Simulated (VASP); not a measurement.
# Zr: single point with revPBE

Zr:

```
Zr
1.0
     0.00000    2.24721    2.24721
     2.24721    0.00000    2.24721
     2.24721    2.24721    0.00000
Zr
1
Direct
  0.00000 0.00000 0.00000
```

This cell differs from its parent crystal: volume scaled by 0.96.

```
Program             : VASP 6.6.1
Task                : single point
Functional          : revPBE
Potentials or basis : VASP PAW PBE potentials, release 64 (Zr_sv)
Cutoff              : 520 eV
k mesh              : 13 × 13 × 13
Occupations         : fermi-dirac, width 0.1 eV
Spin                : no spin polarisation
```

```
Pressure               : 3.9 GPa
Band gap on the k mesh : zero (band 6 reaches 10.23 eV, above the bottom of band 7 at 8.66 eV)
```

Levels at points of the mesh, in eV from the Fermi level:
| k point | band 4 | band 5 | band 6 | band 7 | band 8 | band 9 |
| --- | --- | --- | --- | --- | --- | --- |
| (0.00, 0.00, 0.00) | -26.16 | -5.59 | 1.00 | 1.00 | 1.00 | 3.49 |

Run time: 42 s on 1 thread of AMD EPYC 7R13, with other jobs on the host, peak memory 0.12 GiB.

Caveat: the PAW data sets were made with another functional, which shifts forces and pressure a little.
